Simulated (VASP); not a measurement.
Here is a VASP 6.6.1 calculation.

Contents of INCAR:

```
PREC = Accurate ; ENCUT = 600
EDIFF = 1E-6 ; ISMEAR = -1
SIGMA = 0.02 ; LREAL = False
LASPH = True ; NELM = 100
ALGO = Normal ; ISIF = 3
LWAVE = False ; LCHARG = False
GGA = CA ; IBRION = 2
NSW = 80 ; EDIFFG = -0.01
```

The input KPOINTS:

```
Automatic mesh
0
Gamma
  8 8 8
```

File POSCAR:

```
InP
1.0
    0.0000000000      2.9305000000      2.9305000000
    2.9305000000      0.0000000000      2.9305000000
    2.9305000000      2.9305000000      0.0000000000
In P
1 1
Direct
    0.0000000000      0.0000000000      0.0000000000
    0.2500000000      0.2500000000      0.2500000000
```

Potentials or basis: VASP PAW LDA potentials, release 64 (In_d, P).

Launch:

```sh
$ cat potpaw_LDA.64/In_d/POTCAR potpaw_LDA.64/P/POTCAR > POTCAR
$ mpirun -np 1 vasp_std > vasp.out
```

Question: What does it give for the relaxed cell?

Answer: a = 4.121 Å, b = 4.121 Å, c = 4.121 Å, α = 60.00°, β = 60.00°, γ = 60.00°.

Question: Estimate the band gap on the k mesh.

Answer: 0.60 eV, direct.

Question: Estimate the relaxed volume.

Answer: 24.75 Å³/atom.

Question: Predict the space group after relaxing (to 0.05 Å).

Answer: F-43m (No. 216).

Final structure:
```
CELL_PARAMETERS angstrom
0.00000 2.91425 2.91425
2.91425 0.00000 2.91425
2.91425 2.91425 0.00000
ATOMIC_POSITIONS crystal
In 0.00000 0.00000 0.00000
P 0.25000 0.25000 0.25000
```

Caveat: spin-orbit coupling is left out, which moves the levels of the heavy elements. LDA usually gives volumes a few per cent too small.
